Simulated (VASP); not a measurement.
A run of VASP 6.6.1 is set up as follows.

INCAR

```
PREC = Accurate
ENCUT = 520
EDIFF = 1E-8
ISMEAR = -1
SIGMA = 0.15
LREAL = False
LASPH = True
NELM = 100
ALGO = Normal
ISIF = 2
LWAVE = False
LCHARG = True
GGA = PE
IBRION = 8
NSW = 1
```

Contents of KPOINTS:

```
regular mesh
0
Gamma
  12 12 12
```

File POSCAR:

```
HgTe
1.0
    0.0000000000      3.4643631217      3.4643631217
    3.4643631217      0.0000000000      3.4643631217
    3.4643631217      3.4643631217      0.0000000000
Hg Te
1 1
Direct
    0.0000000000      0.0000000000      0.0000000000
    0.7500000000      0.7500000000      0.7500000000
```

Potentials or basis: VASP PAW PBE potentials, release 64 (Hg, Te).

Launch:

```sh
$ cat potpaw_PBE.64/Hg/POTCAR potpaw_PBE.64/Te/POTCAR > POTCAR
$ mpirun -np 1 vasp_std > vasp.out
```

Q: Predict the highest phonon frequency at Γ, LO-TO splitting left out.

A: 68 cm⁻¹.

Phonon frequencies in cm⁻¹ (negative: imaginary):
```tsv
q point	frequencies
(0.000, 0.000, 0.000)	0 0 0 68 68 68
```

Caveat: the cell stands under pressure or tension, which shifts response properties.
